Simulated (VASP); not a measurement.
Runs of VASP 6.6.1 on Sn. The structure is that of space group I4_1/amd (No. 141), or close to it. The cells are those of the table. 

```tsv
cell	further INCAR settings	gap on the mesh (eV)	pressure (GPa)
a = 4.381 Å, angles 97.3, 97.3, 138.2°, 2 atoms	ALGO = Fast; EDIFF = 1e-07; NBANDS = 21	none	(a)
a = 4.337 Å, angles 97.3, 97.3, 138.2°, 2 atoms	ALGO = Fast; EDIFF = 1e-06; NBANDS = 21	none	2.0
a = 4.247 Å, angles 97.3, 97.3, 138.3°, 2 atoms	ALGO = Fast; EDIFF = 1e-06; NBANDS = 21	none	7.2
a = 4.291 Å, angles 97.3, 97.3, 138.2°, 2 atoms	ALGO = Fast; EDIFF = 1e-06; NBANDS = 21	none	4.4
```

Alike in all rows: task single point; level LDA; potentials or basis VASP PAW LDA potentials, release 64 (Sn_d); no spin polarisation; k mesh 16 × 16 × 16; cutoff (eV) 520; smearing gaussian 0.1 eV.

Task: Estimate the missing entries.

Result: (a) 0.0.

Caveats: spin-orbit coupling is left out, which moves the levels of the heavy elements; the cell stands under pressure (at least some runs).

A k mesh can miss the band edges, and the runs leave out spin-orbit coupling on Sn.

A gap of «none» marks levels without a gap at the run's occupations.
